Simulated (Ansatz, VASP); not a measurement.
**Zn: VASP beside Ansatz**

Contents of INCAR:

```
SYSTEM = Zn
PREC = Accurate
ENCUT = 500
EDIFF = 1E-6
ISMEAR = 0
SIGMA = 0.1
LREAL = .FALSE.
LASPH = .TRUE.
NELM = 120
ALGO = Normal
ISIF = 2
LWAVE = .FALSE.
LCHARG = .TRUE.
GGA = PS
LELF = .TRUE.
LVHAR = .TRUE.
NBANDS = 25
GGA_COMPAT = .FALSE.
```

The input KPOINTS:

```
regular mesh
0
G
  6 6 2
  0 0 0
```

POSCAR

```
Zn
1.0
    2.2681701736     -1.3084870100      0.0000000000
    2.2681701736      1.3084870100      0.0000000000
   -1.5917165425      0.0000000000      7.3004081919
Zn
3
Direct
    0.0000000000      0.0000000000      0.0000000000
    0.2219821400      0.2219821400      0.6654950200
    0.7780178600      0.7780178600      0.3345049800
```

Input for Ansatz:

```yaml
crystal:
  lattice:
    - [2.2681701736, -1.30848701, 0.0]
    - [2.2681701736, 1.30848701, 0.0]
    - [-1.5917165425, 0.0, 7.3004081919]
  atoms:
    - { symbol: Zn, position: [0.0, 0.0, 0.0] }
    - { symbol: Zn, position: [0.22198214, 0.22198214, 0.66549502] }
    - { symbol: Zn, position: [0.77801786, 0.77801786, 0.33450498] }
basis:
  ecutwfc: 420
kpoints:
  mp_grid: { grid: [6, 6, 2] }
hamiltonian:
  xc: pbesol
scf:
  occupations: { method: gaussian, width: 0.1 }
  max_iter: 300
output:
  forces: true
  stress: true
  eigenvalues: true
```

Alike in both runs: task single point; functional PBEsol; k mesh 6 × 6 × 2; occupations gaussian, width 0.1 eV; no spin polarisation.

|  | VASP | Ansatz |
| --- | --- | --- |
| version | VASP 6.6.1 | Ansatz 0.2.0 |
| potentials or method | VASP PAW PBE potentials, release 64 (Zn), cutoff 500 eV | scalar-relativistic, plane waves, PAW |
| valence electrons in the cell | 36 | 36 |

Ansatz gave:

| Quantity | Value |
| --- | --- |
| gap on the k mesh at the Fermi level (eV) | none |
| pressure (GPa) | -0.9 |
| traceless stress, the component that is largest in VASP (GPa) | -1.06 |
| rms of the force components (eV/Å) | 0.010 |

Problem. Which values does VASP return?

Solution. gap on the k mesh at the Fermi level (eV): none; pressure (GPa): -0.5; traceless stress, the component that is largest in VASP (GPa): -1.07; rms of the force components (eV/Å): 0.011.

VASP's potentials were made for PBE, not for PBEsol. Atom by atom the forces differ by 0.001 eV/Å (rms over components). A gap of «none» marks a metal or a gap that the smearing closes.

The k mesh is coarse, so the values compare programs but aren't converged.
